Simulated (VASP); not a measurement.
A run of VASP 6.6.1:

File INCAR:

```
SYSTEM = InP
PREC = Accurate
ENCUT = 500
EDIFF = 1E-6
ISMEAR = 0
SIGMA = 0.01
LREAL = .FALSE.
LASPH = .TRUE.
NELM = 120
ALGO = Normal
ISIF = 2
LWAVE = .FALSE.
LCHARG = .FALSE.
GGA = PS
NBANDS = 16
GGA_COMPAT = .FALSE.
```

The input KPOINTS:

```
regular mesh
0
G
  4 4 4
  0 0 0
```

File POSCAR:

```
InP
1.0
    0.0000000000      2.9394395695      2.9394395695
    2.9394395695      0.0000000000      2.9394395695
    2.9394395695      2.9394395695      0.0000000000
In P
1 1
Direct
    0.0000000000      0.0000000000      0.0000000000
    0.2500000000      0.2500000000      0.2500000000
```

Potentials or basis: VASP PAW PBE potentials, release 64 (In_d, P).

Launch:

```bash
$ cat potpaw_PBE.64/In_d/POTCAR potpaw_PBE.64/P/POTCAR > POTCAR
$ mpirun -np 1 vasp_std > vasp.out
```

Hardware: 1 thread of Intel(R) Xeon(R) Platinum 8559C (Emerald Rapids), with other jobs on the host.

Question: How long does it take, and how much memory?

Answer: Run time: 5 s on 1 thread of Intel(R) Xeon(R) Platinum 8559C (Emerald Rapids), with other jobs on the host, peak memory 0.15 GiB. Counts: scf iterations 12, k points 8.
